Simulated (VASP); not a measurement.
# Al2SiO (P4/mmm) in VASP: a series of runs, part 2 of 2

VASP 6.6.1. The steps go on from the part before.

### Step 4. Single point, PBE, collinear spin, ferromagnetic start

This run uses another cell than the first one, of 14.54 Å³/atom, 1.099 times its volume.

INCAR

```
SYSTEM = Al2SiO
  ALGO = Normal
  EDIFF = 1E-6
  ENCUT = 520
  GGA = PE
  ISIF = 2
  ISMEAR = 0
  ISPIN = 2
  LASPH = .TRUE.
  LCHARG = .FALSE.
  LORBIT = 11
  LREAL = .FALSE.
  LWAVE = .FALSE.
  MAGMOM = 0 0 0 1
  NBANDS = 20
  NELM = 150
  PREC = Accurate
  SIGMA = 0.1
```

KPOINTS

```
k-points
0
G
  6 6 2
  0 0 0
```

POSCAR

```
Al2SiO
1.0
    2.6528924509      0.0000000000      0.0000000000
    0.0000000000      2.6528924509      0.0000000000
    0.0000000000      0.0000000000      8.2650934915
Al Si O
2 1 1
Direct
    0.5000000000      0.5000000000      0.6784988374
    0.5000000000      0.5000000000      0.3215011626
    0.5000000000      0.5000000000      0.0000000000
    0.0000000000      0.0000000000      0.5000000000
```

Started as:

```console
cat potpaw_PBE.64/Al/POTCAR potpaw_PBE.64/Si/POTCAR potpaw_PBE.64/O/POTCAR > POTCAR
mpirun -np 1 vasp_std > vasp.out
```

It took 18 s on 1 thread of Intel Xeon 6975P-C (Granite Rapids), shared host; peak memory 0.19 GiB.

Results (log left out):

- Free energy: -18.5533 eV
- Pressure: -0.5 GPa
- Largest force: 0.063 eV/Å
- Band gap on the k mesh: zero (filled and empty bands overlap)
- Net moment: 0.00 μB per cell
- Valence electrons inside the program's atomic spheres: Al 0.75; Si 1.55; O 4.93

Forces in eV/Å, atoms in the order of the input:
```
Al   0.000  0.000  0.063
Al   0.000  0.000 -0.063
Si   0.000  0.000  0.000
O    0.000  0.000  0.000
```

Stress tensor (GPa, compression positive):
```
-1.00  0.00  0.00
 0.00 -1.00  0.00
 0.00  0.00  0.63
```

Levels at points of the mesh, in eV from the Fermi level:
Spin up:
```tsv
k point	band 6	band 7	band 8	band 9	band 10	band 11
(0.00, 0.00, 0.00)	-3.34	-3.34	0.99	1.21	6.82	7.33
(0.50, 0.00, 0.00)	-4.02	-2.77	-0.97	-0.31	0.04	1.01
(0.50, 0.50, 0.00)	-1.57	-1.57	0.24	0.46	0.46	0.60
(0.00, 0.00, 0.50)	-3.34	-2.23	-2.06	3.10	5.39	7.66
(0.50, 0.00, 0.50)	-3.04	-2.77	-2.24	-2.05	1.27	3.14
(0.50, 0.50, 0.50)	-1.70	-1.70	-0.42	1.35	1.35	1.57
```
Spin down:
```tsv
k point	band 6	band 7	band 8	band 9	band 10	band 11
(0.00, 0.00, 0.00)	-3.34	-3.34	0.99	1.21	6.82	7.33
(0.50, 0.00, 0.00)	-4.02	-2.77	-0.97	-0.31	0.04	1.01
(0.50, 0.50, 0.00)	-1.57	-1.57	0.24	0.46	0.46	0.60
(0.00, 0.00, 0.50)	-3.34	-2.23	-2.06	3.10	5.39	7.66
(0.50, 0.00, 0.50)	-3.04	-2.77	-2.24	-2.05	1.27	3.14
(0.50, 0.50, 0.50)	-1.70	-1.70	-0.42	1.35	1.35	1.57
```

Caveat: the k points lie up to 0.39 Å⁻¹ apart.

### Step 5. Relaxation of cell and atoms, PBE

INCAR

```
SYSTEM = Al2SiO
ALGO = Normal
EDIFF = 1E-6
EDIFFG = -0.04
ENCUT = 600
GGA = PE
IBRION = 2
ISIF = 3
ISMEAR = 0
LASPH = .True.
LCHARG = .False.
LREAL = .False.
LWAVE = .False.
NELM = 100
NSW = 90
PREC = Accurate
SIGMA = 0.1
```

KPOINTS

```
k-points
0
Gamma
  6 6 4
  0 0 0
```

POSCAR

```
Al2SiO
1.0
    3.3096170300      0.0000000000      0.0000000000
    0.0000000000      3.3096170300      0.0000000000
    0.0000000000      0.0000000000      4.8308597200
Al Si O
2 1 1
Direct
    0.5000000000      0.5000000000      0.6865026500
    0.5000000000      0.5000000000      0.3134973500
    0.5000000000      0.5000000000      0.0000000000
    0.0000000000      0.0000000000      0.5000000000
```

Started as:

```console
cat potpaw_PBE.64/Al/POTCAR potpaw_PBE.64/Si/POTCAR potpaw_PBE.64/O/POTCAR > POTCAR
mpirun -np 1 vasp_std > vasp.out
```

Wall time 3.3 min (1 thread of Intel Xeon 6975P-C (Granite Rapids), shared host); peak memory 0.19 GiB.

It converged, with:

```
Free energy                            : -17.9515 eV
Relaxed volume                         : 13.75 Å³/atom
Relaxed cell                           : a = 2.651 Å, b = 2.651 Å, c = 7.829 Å, α = 90.00°, β = 90.00°, γ = 90.00°
Space group after relaxing (to 0.05 Å) : P4/mmm (No. 123)
Energy gained by relaxing              : 6524.3 meV/atom
Ionic steps                            : 28
Pressure after relaxing                : 0.1 GPa
Largest force after relaxing           : 0.017 eV/Å
Band gap on the k mesh                 : zero (band 8 reaches 10.29 eV, above the bottom of band 9 at 6.51 eV)
```

Forces in eV/Å, atoms in the order of the input:
```
Al   0.000  0.000  0.017
Al   0.000  0.000 -0.017
Si   0.000  0.000  0.000
O    0.000  0.000  0.000
```

Stress tensor (GPa, compression positive):
```
-0.05  0.00  0.00
 0.00 -0.05  0.00
 0.00  0.00  0.45
```

Step by step:
```tsv
step	energy change (eV)	largest force (eV/Å)	pressure (GPa)	volume (Å³)
1	0.0000	23.0962	141.64	52.92
2	19.1589	66.3688	11.27	130.89
3	44.7637	0.1369	-33.91	209.47
4	13.7911	0.1550	-32.69	173.94
5	2.8589	0.1269	-31.05	156.54
6	-3.6809	0.4083	-29.22	144.16
7	-6.6667	0.6849	-26.91	137.64
8	-8.0358	1.1611	-25.51	134.29
9	-8.6711	1.4758	-24.57	132.59
10	-0.4789	63.1637	109.32	49.36
11	-15.4981	8.3672	-13.01	100.66
12	-16.6727	15.1717	-0.57	87.34
13	-24.2105	7.5100	9.65	60.00
14	-23.1873	1.3326	53.98	45.69
15	-24.4188	7.0697	23.14	53.61
16	-24.1982	5.0629	36.61	49.43
17	-25.8805	0.8323	-5.46	61.87
18	-25.9392	0.3771	0.12	59.05
19	-25.9406	0.4673	-0.92	59.54
20	-26.0088	0.1909	-2.07	59.23
21	-26.0314	0.0228	-2.78	58.97
22	-26.0346	0.1138	-3.07	58.85
23	-26.0564	0.2568	-0.46	57.03
24	-26.0575	0.2988	0.30	56.56
25	-26.0663	0.2978	0.24	56.22
26	-26.0955	0.1209	0.08	55.22
27	-25.9807	0.9574	1.72	53.18
28	-26.0972	0.0166	0.12	55.02
```

Final structure:
```yaml
crystal:
  lattice:
    - [2.65096, 0.00000, 0.00000]
    - [0.00000, 2.65096, 0.00000]
    - [0.00000, 0.00000, 7.82895]
  atoms:
    - { symbol: Al, position: [0.50000, 0.50000, 0.31773] }
    - { symbol: Al, position: [0.50000, 0.50000, 0.68227] }
    - { symbol: Si, position: [0.50000, 0.50000, 0.00000] }
    - { symbol: O, position: [0.00000, 0.00000, 0.50000] }
```

Levels at points of the mesh, in eV from the Fermi level:
| k point | band 6 | band 7 | band 8 | band 9 | band 10 | band 11 |
| --- | --- | --- | --- | --- | --- | --- |
| (0.00, 0.00, 0.00) | -4.17 | -4.17 | 0.75 | 1.71 | 6.68 | 7.06 |
| (0.50, 0.00, 0.00) | -4.62 | -3.60 | -0.84 | -0.62 | 0.28 | 0.98 |
| (0.50, 0.50, 0.00) | -2.21 | -2.21 | -0.41 | -0.21 | 0.08 | 0.08 |
| (0.00, 0.00, 0.50) | -4.16 | -2.16 | -1.98 | 3.06 | 5.88 | 7.02 |
| (0.50, 0.00, 0.50) | -3.70 | -3.60 | -2.57 | -1.95 | 1.53 | 3.24 |
| (0.50, 0.50, 0.50) | -2.36 | -2.36 | -1.21 | 0.83 | 1.34 | 1.34 |

### Step 6. Single point, PBE, collinear spin, ferromagnetic start

INCAR

```
SYSTEM = Al2SiO
  PREC = Accurate
  ENCUT = 520
  EDIFF = 1E-7
  ISMEAR = 0
  SIGMA = 0.1
  LREAL = .FALSE.
  LASPH = .TRUE.
  NELM = 150
  ALGO = Normal
  ISIF = 2
  LWAVE = .FALSE.
  LCHARG = .FALSE.
  ISPIN = 2
  MAGMOM = 0 0 0 1
  LORBIT = 11
  GGA = PE
  NBANDS = 20
```

KPOINTS

```
Automatic mesh
0
G
  6 6 4
  0 0 0
```

POSCAR is that of step 5.

Potentials or basis: VASP PAW PBE potentials, release 64 (Al, Si, O).

Started as:

```console
cat potpaw_PBE.64/Al/POTCAR potpaw_PBE.64/Si/POTCAR potpaw_PBE.64/O/POTCAR > POTCAR
mpirun -np 1 vasp_std > vasp.out
```

OUTCAR:

```text
SYSTEM = Al2SiO
   PREC = Accurate
   ENCUT = 520
   EDIFF = 1E-7
   ISMEAR = 0
   LREAL = .FALSE.
   LASPH = .TRUE.
   NELM = 150
   ISIF = 2
   ISPIN = 2
   LORBIT = 11
   GGA = PE

 ion  position               nearest neighbor table
   1  0.500  0.500  0.687-   3 1.51   2 1.80   4 2.51   4 2.51   4 2.51   4 2.51   2 3.03
   2  0.500  0.500  0.313-   3 1.51   1 1.80   4 2.51   4 2.51   4 2.51   4 2.51   1 3.03
   3  0.500  0.500  0.000-   1 1.51   2 1.51
   4  0.000  0.000  0.500-   1 2.51   2 2.51   1 2.51   2 2.51   1 2.51   2 2.51   1 2.51   2 2.51

 -----------------------------------------------------------------------------
|                                                                             |
[... 1353 lines left out ...]

 POSITION                                       TOTAL-FORCE (eV/Angst)
 -----------------------------------------------------------------------------------
      1.65481      1.65481      3.31640         0.000000      0.000000    -23.095026
      1.65481      1.65481      1.51446        -0.000000      0.000000     23.095026
      1.65481      1.65481      0.00000        -0.000000     -0.000000      0.000000
      0.00000      0.00000      2.41543        -0.000000     -0.000000      0.000000
 -----------------------------------------------------------------------------------
    total drift:                               -0.000000      0.000000      0.000000

  FREE ENERGIE OF THE ION-ELECTRON SYSTEM (eV)
  ---------------------------------------------------
  free  energy   TOTEN  =         8.1476012120 eV

  energy  without entropy=        8.1617122466  energy(sigma->0) =        8.15465673

 total charge

# of ion       s       p       d       tot
------------------------------------------
    1        0.740   0.610   0.000   1.350
    2        0.740   0.610   0.000   1.350
    3        1.053   1.483   0.000   2.536
    4        1.593   3.245   0.000   4.838
--------------------------------------------------
tot          4.125   5.948   0.000  10.073

 magnetization (x)

# of ion       s       p       d       tot
------------------------------------------
    1        0.000   0.000   0.000   0.000
    2        0.000   0.000   0.000   0.000
    3        0.000   0.000   0.000   0.000
    4        0.000   0.000   0.000   0.000
--------------------------------------------------
tot          0.000   0.000   0.000   0.000
```

It took 28 s on 1 thread of Intel Xeon 6975P-C (Granite Rapids), shared host; peak memory 0.21 GiB.

What came out:

```
Free energy                                           : 8.1476 eV
Pressure                                              : 141.7 GPa
Largest force                                         : 23.095 eV/Å
Band gap on the k mesh                                : zero (filled and empty bands overlap)
Net moment                                            : 0.00 μB per cell
Valence electrons inside the program's atomic spheres : Al 1.35; Si 2.54; O 4.84
```

Forces in eV/Å, atoms in the order of the input:
```
Al    0.000   0.000 -23.095
Al    0.000   0.000  23.095
Si    0.000   0.000   0.000
O     0.000   0.000   0.000
```

Caveat: forces of over 1 eV/Å act on the atoms, so gaps and moduli don't describe the material at rest.

### Step 7. Summary

| task | spin | cell | k mesh | cutoff (eV) | gap on the mesh (eV) | pressure (GPa) | moment (μB) | largest force (eV/Å) |
| --- | --- | --- | --- | --- | --- | --- | --- | --- |
| single point | off | a = 3.310, b = 3.310, c = 4.831 Å, 4 atoms | 6 × 6 × 4 | 520 | none | 141.7 | - | 23.10 |
| single point | off | a = 2.653, b = 2.653, c = 8.265 Å, 4 atoms | 6 × 6 × 4 | 520 | none | -0.1 | - | 0.01 |
| single point | collinear, ferromagnetic start | a = 2.653, b = 2.653, c = 8.265 Å, 4 atoms | 6 × 6 × 2 | 520 | none | -0.5 | 0.00 | 0.06 |
| relaxation of cell and atoms | off | relaxed from a = 3.310, b = 3.310, c = 4.831 Å, 4 atoms | 6 × 6 × 4 | 600 | none | 0.1 | - | 0.02 |
| single point | collinear, ferromagnetic start | a = 3.310, b = 3.310, c = 4.831 Å, 4 atoms | 6 × 6 × 4 | 520 | none | 141.7 | 0.00 | 23.10 |

Alike in all rows: level PBE; potentials or basis VASP PAW PBE potentials, release 64 (Al, Si, O); smearing gaussian 0.1 eV.

Caveats: some runs use coarse meshes; forces of over 1 eV/Å act on the atoms, so gaps and moduli don't describe the material at rest (some runs).

Total energies depend on the potentials used, so only differences within one code and one set of settings carry meaning.
